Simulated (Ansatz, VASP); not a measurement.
# CuGe16 in VASP and in Ansatz

```
CELL_PARAMETERS angstrom
0.00000 5.66000 5.66000
5.66000 0.00000 5.66000
5.66000 5.66000 0.00000
ATOMIC_POSITIONS crystal
Ge 0.99552 0.99576 0.00503
Ge 0.11631 0.11524 0.13692
Ge 0.00821 0.00639 0.50776
Ge 0.13113 0.13206 0.63193
Ge 0.98111 0.50248 0.00336
Ge 0.11306 0.62298 0.12281
Ge 0.99559 0.50503 0.49560
Ge 0.11676 0.63558 0.61602
Ge 0.50334 0.98021 0.00310
Ge 0.62266 0.11324 0.12279
Ge 0.50443 0.99601 0.49567
Ge 0.63757 0.11509 0.61554
Ge 0.48548 0.48574 0.98485
Ge 0.61063 0.60953 0.10947
Ge 0.50338 0.50224 0.48037
Ge 0.62273 0.62314 0.61233
Cu 0.31051 0.30656 0.80851
```

Alike in both runs: functional r2SCAN; k mesh 2 × 2 × 2; occupations fermi-dirac, width 0.15 eV; no spin polarisation.

Ansatz relaxed the structure, and its values are those at the end. VASP's run is a single point on that final structure, the one shown.

|  | VASP | Ansatz |
| --- | --- | --- |
| version | VASP 6.6.1 | Ansatz 0.2.0 |
| potentials or method | VASP PAW PBE potentials, release 64 (Ge_d, Cu), cutoff 520 eV | scalar-relativistic, plane waves, PAW |
| valence electrons in the cell | 235 | 243 |

Ansatz gave:

```
rms of the force components (eV/Å) : 0.020
```

Estimate VASP's values.

rms of the force components (eV/Å): 0.021.

VASP's potentials were made for PBE, not for r2SCAN. With one functional, cell and mesh, what is left measures potentials, basis and numerics. VASP's potentials hold 235 valence electrons a cell and Ansatz's 243, so a difference there can come from the potentials and not from the codes.

The k mesh is coarse, so the values compare programs but aren't converged.
